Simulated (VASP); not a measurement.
# CdS (P6_3mc) in VASP: notebook

CdS is run at these levels: PBEsol; tasks: single point.

All numbers are computed with VASP 6.6.1; they aren't measurements. Logs are shortened: lines on timing, memory, paths and dates and some standing lists are left out, and cuts for length are marked.

## (1) The cell of the first run

Symmetry: P6_3mc, No. 186, hexagonal system. The conventional cell has a = 4.125 Å, b = 4.125 Å, c = 6.709 Å, α = 90.00°, β = 90.00°, γ = 120.00°. Within 3.3 Å of Cd (site symmetry 3m) lie 4 S at 2.52 to 2.53 Å. Within 3.3 Å of S (site symmetry 3m) lie 4 Cd at 2.52 to 2.53 Å.

## (2) Single point, PBEsol

INCAR reads:

```
PREC = Accurate ; ENCUT = 520
EDIFF = 1E-6 ; ISMEAR = 0
SIGMA = 0.02 ; LREAL = False
LASPH = True ; NELM = 60
ALGO = Normal ; ISIF = 2
LWAVE = False ; LCHARG = False
GGA = PS ; NBANDS = 26
```

KPOINTS reads:

```
Automatic mesh
0
Gamma
  9 9 4
```

POSCAR reads:

```
CdS
1.0
    4.1245340297      0.0000000000      0.0000000000
   -2.0622670149      3.5719512485      0.0000000000
    0.0000000000      0.0000000000      6.7092066191
Cd S
2 2
Direct
    0.3333333333      0.6666666667      0.0001786391
    0.6666666667      0.3333333333      0.5001786391
    0.3333333333      0.6666666667      0.3768213609
    0.6666666667      0.3333333333      0.8768213609
```

Potentials or basis: VASP PAW PBE potentials, release 64 (Cd, S).

Run with:

```
> cat potpaw_PBE.64/Cd/POTCAR potpaw_PBE.64/S/POTCAR > POTCAR
> mpirun -np 1 vasp_std > vasp.out
```

OUTCAR:

```text
PREC = Accurate
   ENCUT = 520
   EDIFF = 1E-6
   ISMEAR = 0
   LREAL = False
   LASPH = True
   NELM = 60
   ISIF = 2
   GGA = PS

 ion  position               nearest neighbor table
   1  0.333  0.667  0.000-   4 2.52   4 2.52   4 2.52   3 2.53
   2  0.667  0.333  0.500-   3 2.52   3 2.52   3 2.52   4 2.53
   3  0.333  0.667  0.377-   2 2.52   2 2.52   2 2.52   1 2.53
   4  0.667  0.333  0.877-   1 2.52   1 2.52   1 2.52   2 2.53

  LATTYP: Found a hexagonal cell.
 ALAT       =     4.1245340297
 C/A-ratio  =     1.6266580833

  Lattice vectors:

 A1 = (   4.1245340297,   0.0000000000,   0.0000000000)
 A2 = (  -2.0622670149,   3.5719512485,   0.0000000000)
 A3 = (   0.0000000000,   0.0000000000,   6.7092066191)

Analysis of symmetry for initial positions (statically):
=====================================================================
 Subroutine PRICEL returns:
 Original cell was already a primitive cell.

 Routine SETGRP: Setting up the symmetry group for a
 hexagonal supercell.

 Subroutine GETGRP returns: Found 12 space group operations
 (whereof  6 operations were pure point group operations)
 out of a pool of 24 trial point group operations.

The static configuration has the point symmetry C_3v.
 The point group associated with its full space group is C_6v.

Analysis of symmetry for dynamics (positions and initial velocities):
=====================================================================
 Subroutine PRICEL returns:
 Original cell was already a primitive cell.

 Routine SETGRP: Setting up the symmetry group for a
 hexagonal supercell.

 Subroutine GETGRP returns: Found 12 space group operations
 (whereof  6 operations were pure point group operations)
 out of a pool of 24 trial point group operations.

The dynamic configuration has the point symmetry C_3v.
 The point group associated with its full space group is C_6v.

 Subroutine INISYM returns: Found 12 space group operations
 (whereof  6 operations are pure point group operations),
 and found     1 'primitive' translations

----------------------------------------------------------------------------------------

                                     Primitive cell

  volume of cell :      98.8443

  direct lattice vectors                    reciprocal lattice vectors
     4.124534030  0.000000000  0.000000000     0.242451630  0.139979514  0.000000000
    -2.062267015  3.571951249  0.000000000     0.000000000  0.279959028  0.000000000
     0.000000000  0.000000000  6.709206619     0.000000000  0.000000000  0.149048920

  length of vectors
     4.124534030  4.124534030  6.709206619     0.279959028  0.279959028  0.149048920

  position of ions in fractional coordinates (direct lattice)
     0.333333333  0.666666667  0.000178639
     0.666666667  0.333333333  0.500178639
     0.333333333  0.666666667  0.376821361
     0.666666667  0.333333333  0.876821361

  ion indices of the primitive-cell ions
   primitive index   ion index
                 1           1
                 2           2
                 3           3
                 4           4

----------------------------------------------------------------------------------------

 KPOINTS: Automatic mesh

Automatic generation of k-mesh.
 Grid dimensions read from file:
 generate k-points for:    9    9    4

 Generating k-lattice:

  Cartesian coordinates                     Fractional coordinates (reciprocal lattice)
     0.026939070  0.015553279  0.000000000     0.111111111  0.000000000  0.000000000
     0.000000000  0.031106559  0.000000000     0.000000000  0.111111111  0.000000000
     0.000000000  0.000000000  0.037262230     0.000000000  0.000000000  0.250000000

  Length of vectors
     0.031106559  0.031106559  0.037262230

  Shift w.r.t. Gamma in fractional coordinates (k-lattice)
     0.000000000  0.000000000  0.000000000

 Subroutine IBZKPT returns following result:
 ===========================================

 Found     36 irreducible k-points:

 Following reciprocal coordinates:
            Coordinates               Weight
  0.000000  0.000000  0.000000      1.000000
  0.111111  0.000000  0.000000      6.000000
  0.222222  0.000000  0.000000      6.000000
  0.333333  0.000000  0.000000      6.000000
  0.444444  0.000000  0.000000      6.000000
  0.111111  0.111111  0.000000      6.000000
[... 16 lines left out ...]
  0.333333  0.222222  0.250000     24.000000
  0.333333  0.333333  0.250000      4.000000
 [... further k-points ...]
   k-points           NKPTS =     36   k-points in BZ     NKDIM =     36   number of bands    NBANDS=     26
   number of dos      NEDOS =    301   number of ions     NIONS =      4
   total plane-waves  NPLWV =  51200
   dimension x,y,z NGX =    32 NGY =   32 NGZ =   50
   dimension x,y,z NGXF=    64 NGYF=   64 NGZF=  100
   ions per type =               2   2
   NGX,Y,Z   is equivalent  to a cutoff of  12.90, 12.90, 12.39 a.u.
   NGXF,Y,Z  is equivalent  to a cutoff of  25.80, 25.80, 24.78 a.u.
 SYSTEM =  unknown system
   PREC   = accura    normal or accurate (medium, high low for compatibility)
   ISTART =      0    job   : 0-new  1-cont  2-samecut
   ICHARG =      2    charge: 1-file 2-atom 10-const
   ISPIN  =      1    spin polarized calculation?
   LNONCOLLINEAR =      F non collinear calculations
   LSORBIT =      F    spin-orbit coupling
   LASPH  =      T    aspherical Exc in radial PAW
   ENCUT  =  520.0 eV  38.22 Ry    6.18 a.u.   7.67  7.67 12.47*2*pi/ulx,y,z
   NELM   =     60;   NELMIN=  2; NELMDL= -5     # of ELM steps
   EDIFF  = 0.1E-05   stopping-criterion for ELM
   LREAL  =      F    real-space projection
   EDIFFG = 0.1E-04   stopping-criterion for IOM
   NSW    =      0    number of steps for IOM
   IBRION =     -1    ionic relax: 0-MD 1-quasi-New 2-CG
   NFREE  =      0    steps in history (QN), initial steepest desc. (CG)
   ISIF   =      2    stress and relaxation
   ISYM   =      2    0-nonsym 1-usesym 2-fastsym
   POTIM  = 0.5000    time-step for ionic-motion
   TEBEG  =    0.0;   TEEND  =   0.0 temperature during run
   PSTRESS=    0.0 pullay stress
   NELECT =      36.0000    total number of electrons
   NUPDOWN=      -1.0000    fix difference up-down
   EMIN   =  10.00;   EMAX   =-10.00  energy-range for DOS
   EFERMI =   0.00;   METHOD = LEGACY
   ISMEAR =     0;   SIGMA  =   0.02  broadening in eV -4-tet -1-fermi 0-gaus
   EFERMI_NEDOS =   21; number of points for ismear=-14 and -15
   IALGO  =     38    algorithm
   IMIX   =      4    mixing-type and parameters
     AMIX     =   0.40;   BMIX     =  1.00
     AMIX_MAG =   1.60;   BMIX_MAG =  1.00
  volume/ion in A,a.u.               =      24.71       166.76
  Fermi-wavevector in a.u.,A,eV,Ry     =   1.169118  2.209313 18.596956  1.366838
  Thomas-Fermi vector in A             =   2.305596
   LORBIT       =      0    0 simple, 1 ext, 2 COOP (PROOUT), +10 PAW based schemes
   GGA     = PS    functional components
   LHFCALC =     F    Hartree Fock is set to
   AEXX    =    0.0000 exact exchange contribution
   IVDW    =     0    specifies the selected vdW correction
   LEPSILON=     F    determine dielectric tensor
   LRPA    =     F    only Hartree local field effects (RPA)
 non-spin polarized calculation
 Gauss-broadening in eV      SIGMA  =   0.02
  energy-cutoff  :      520.00
  volume of cell :       98.84
 maximum number of plane-waves:      2695
 NGX is ok and might be reduce to    32
   NGX = 15   NGY = 15   NGZ = 25

 number of electron      35.9999994 magnetization

 Free energy of the ion-electron system (eV)
  ---------------------------------------------------
  ext. energy  EPLUGINS =         0.00000000
  ---------------------------------------------------
  free energy    TOTEN  =       -13.63276368 eV

  energy without entropy =      -13.63276368  energy(sigma->0) =      -13.63276368

 E-fermi :   1.3491     XC(G=0):  -9.3890

 val. band max:        1.2433418531   @ k =   0.0000   0.0000   0.0000
 cond. band min:       2.3404560978   @ k =   0.0000   0.0000   0.0000
 fundamental gap:      1.0971142446
 Fermi energy:         1.3491084441

 k-point     1 :       0.0000    0.0000    0.0000
  band No.  band energies     occupation
      1     -11.1689      2.00000
      2     -10.7194      2.00000
      3      -6.4788      2.00000
      4      -6.4724      2.00000
      5      -6.4724      2.00000
      6      -6.3862      2.00000
[... 18 lines left out ...]
     25       8.7466      0.00000
     26       8.8406      0.00000

 k-point     2 :       0.1111    0.0000    0.0000
  band No.  band energies     occupation
      1     -11.1232      2.00000
      2     -10.6992      2.00000
      3      -6.4659      2.00000
      4      -6.4536      2.00000
      5      -6.4389      2.00000
      6      -6.3653      2.00000
[... 18 lines left out ...]
     25       8.7258      0.00000
     26       9.0191      0.00000

 k-point     3 :       0.2222    0.0000    0.0000
  band No.  band energies     occupation
      1     -11.0034      2.00000
      2     -10.6512      2.00000
      3      -6.4260      2.00000
      4      -6.4110      2.00000
      5      -6.3490      2.00000
      6      -6.2935      2.00000
[... 18 lines left out ...]
     25       8.9639      0.00000
     26       9.7255      0.00000

 k-point     4 :       0.3333    0.0000    0.0000
  band No.  band energies     occupation
      1     -10.8566      2.00000
      2     -10.6060      2.00000
      3      -6.3921      2.00000
      4      -6.3741      2.00000
      5      -6.2503      2.00000
      6      -6.2171      2.00000
[... 18 lines left out ...]
     25       9.4493      0.00000
     26      10.0205      0.00000
[... 496 lines left out ...]
      1     -10.7532      2.00000
      2     -10.6161      2.00000
      3      -6.3640      2.00000
      4      -6.3361      2.00000
      5      -6.2480      2.00000
      6      -6.2243      2.00000
[... 18 lines left out ...]
     25       9.0989      0.00000
     26      10.1886      0.00000

 k-point    23 :       0.3333    0.2222    0.2500
  band No.  band energies     occupation
      1     -10.6712      2.00000
      2     -10.6028      2.00000
      3      -6.3626      2.00000
      4      -6.3041      2.00000
      5      -6.2345      2.00000
      6      -6.1888      2.00000
[... 18 lines left out ...]
     25       9.7447      0.00000
     26      10.4346      0.00000

 k-point    24 :       0.3333    0.3333    0.2500
  band No.  band energies     occupation
      1     -10.6209      2.00000
      2     -10.6209      2.00000
      3      -6.3674      2.00000
      4      -6.2555      2.00000
      5      -6.2555      2.00000
      6      -6.1792      2.00000
[... 18 lines left out ...]
     25      10.4586      0.00000
     26      10.6350      0.00000

 [... further k-points ...]

------------------------ aborting loop because EDIFF is reached ----------------------------------------

  FORCE on cell =-STRESS in cart. coord.  units (eV):
  Direction    XX          YY          ZZ          XY          YZ          ZX
  --------------------------------------------------------------------------------------
  -------------------------------------------------------------------------------------
  Total        0.2366489      0.2366489      0.2385235     -0.0000000      0.0000000     -0.0000000
  in kB        3.8358667      3.8358667      3.8662529     -0.0000000      0.0000000     -0.0000000
  external PRESSURE =       3.8459954 kB  Pullay stress =       0.0000000 kB

 VOLUME and BASIS-vectors are now :
 -----------------------------------------------------------------------------
  energy-cutoff  :      520.00
  volume of cell :       98.84
      direct lattice vectors                 reciprocal lattice vectors
     4.124534030  0.000000000  0.000000000     0.242451630  0.139979514  0.000000000
    -2.062267015  3.571951249  0.000000000     0.000000000  0.279959028  0.000000000
     0.000000000  0.000000000  6.709206619     0.000000000  0.000000000  0.149048920

 POSITION                                       TOTAL-FORCE (eV/Angst)
 -----------------------------------------------------------------------------------
     -0.00000      2.38130      0.00120         0.000000      0.000000      0.002358
      2.06227      1.19065      3.35580        -0.000000      0.000000      0.002358
     -0.00000      2.38130      2.52817        -0.000000     -0.000000     -0.002358
      2.06227      1.19065      5.88278        -0.000000     -0.000000     -0.002358
 -----------------------------------------------------------------------------------
    total drift:                               -0.000000     -0.000000      0.000097

  FREE ENERGIE OF THE ION-ELECTRON SYSTEM (eV)
  ---------------------------------------------------
  free  energy   TOTEN  =       -13.6327636787 eV

  energy  without entropy=      -13.6327636787  energy(sigma->0) =      -13.63276368
```

Wall time 81 s (1 thread of Intel Xeon 8259CL, shared host); peak memory 0.25 GiB.

What came out:

- Free energy: -13.6328 eV
- Pressure: 0.4 GPa
- Band gap on the k mesh: 1.10 eV

Forces in eV/Å, atoms in the order of the input:
```
Cd   0.000  0.000  0.002
Cd   0.000  0.000  0.002
S    0.000  0.000 -0.002
S    0.000  0.000 -0.002
```

Caveat: the PAW data sets were made with another functional, which shifts forces and pressure a little.

## (3) Single point, PBEsol

INCAR reads:

```
ALGO = Normal ; EDIFF = 1E-7
ENCUT = 520 ; GGA = PS
ISIF = 2 ; ISMEAR = 0
LASPH = True ; LCHARG = False
LREAL = False ; LWAVE = False
NBANDS = 26 ; NELM = 80
PREC = Accurate ; SIGMA = 0.01
```

KPOINTS reads:

```
k-points
0
Gamma
  9 9 4
```

POSCAR is that of step 2.

Potentials or basis: VASP PAW PBE potentials, release 64 (Cd, S).

Run with:

```
> cat potpaw_PBE.64/Cd/POTCAR potpaw_PBE.64/S/POTCAR > POTCAR
> mpirun -np 1 vasp_std > vasp.out
```

It took 87 s on 1 thread of Intel Xeon 8259CL, shared host; peak memory 0.25 GiB.

It converged, with:

```
Free energy            : -13.6328 eV
Pressure               : 0.4 GPa
Band gap on the k mesh : 1.10 eV
```

Forces on the atoms (eV/Å):
```
Cd   0.000  0.000  0.002
Cd   0.000  0.000  0.002
S    0.000  0.000 -0.002
S    0.000  0.000 -0.002
```

Levels at points of the mesh, in eV from the valence-band top:
```csv
k point,band 15,band 16,band 17,band 18,band 19,band 20,band 21,band 22
"(0.00, 0.00, 0.00)",-0.78,-0.05,0.00,0.00,1.10,2.68,6.38,6.38
"(0.00, 0.00, 0.50)",-0.40,-0.40,-0.40,-0.40,2.76,2.76,6.07,6.07
```

Caveat: the PAW data sets were made with another functional, which shifts forces and pressure a little.
